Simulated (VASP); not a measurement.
A run of VASP 6.6.1 is set up as follows.

INCAR

```
SYSTEM = Ti
PREC     = Accurate       ! precision mode
ENCUT    = 520            ! plane-wave cutoff, eV
EDIFF    = 1E-8           ! SCF threshold, eV
ISMEAR   = -1             ! smearing method
SIGMA    = 0.05           ! smearing width, eV
LREAL    = .False.        ! projectors in reciprocal space
LASPH    = .True.         ! aspherical terms in the spheres
NELM     = 60             ! most SCF steps
ALGO     = Normal         ! electronic algorithm
ISIF     = 2              ! what is computed and relaxed
LWAVE    = .False.        ! write WAVECAR
LCHARG   = .False.        ! write CHGCAR
GGA      = PE             ! functional
LEFG     = .True.       
NBANDS   = 12             ! bands
```

Contents of KPOINTS:

```
regular mesh
0
Gamma
  14 14 14
  0 0 0
```

POSCAR

```
Ti
1.0
   -1.6410000000      1.6410000000      1.6245900000
    1.6410000000     -1.6410000000      1.6245900000
    1.6410000000      1.6410000000     -1.6245900000
Ti
1
Direct
    0.0000000000      0.0000000000      0.0000000000
```

Potentials or basis: VASP PAW PBE potentials, release 64 (Ti_sv).

Launch:

```console
$ cat potpaw_PBE.64/Ti_sv/POTCAR > POTCAR
$ mpirun -np 1 vasp_std > vasp.out
```

Q: Predict the band gap on the k mesh.

A: Zero (band 6 reaches 8.97 eV, above the bottom of band 7 at 7.37 eV).

Q: What does it give for the pressure?

A: -1.6 GPa.

Stress tensor (GPa, compression positive):
```
-1.52  0.00  0.00
 0.00 -1.52  0.00
 0.00  0.00 -1.85
```

Caveat: the cell differs from its parent crystal (zz strain of -1 %); without QUAD_EFG the Cq values of the log hold for a quadrupole moment of 1 mb, not for the nuclei.
